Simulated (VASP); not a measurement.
GaGe:

```
CELL_PARAMETERS angstrom
0.00000 2.87839 2.87839
2.87839 0.00000 2.87839
2.87839 2.87839 0.00000
ATOMIC_POSITIONS crystal
Ge 0.00000 0.00000 0.00000
Ga 0.25000 0.25000 0.25000
```

This cell differs from its parent crystal: volume scaled by 0.98.

Base run:

- Program: VASP 6.6.1
- Functional: PBEsol
- Potentials or basis: VASP PAW PBE potentials, release 64 (Ge_d, Ga_d)
- Cutoff: 520 eV
- k mesh: 8 × 8 × 8
- Occupations: fermi-dirac, width 0.05 eV
- Spin: no spin polarisation

Its results: pressure -1.5 GPa.

After a change of settings the same cell gave: pressure -3.1 GPa. Which change was it?
A. functional from PBEsol to LDA; potentials or basis from VASP PAW PBE potentials, release 64 (Ge_d, Ga_d) to VASP PAW LDA potentials, release 64 (Ge_d, Ga_d)
B. functional from PBEsol to r2SCAN; further incar settings from ALGO = Normal; EDIFF = 1e-06; NBANDS = 20 to ALGO = Normal; EDIFF = 1e-07; NBANDS = 20
C. functional from PBEsol to PBE0; k mesh from 8 × 8 × 8 to 4 × 4 × 4

A.

Caveats: the PAW data sets were made with another functional, which shifts forces and pressure a little (some runs).
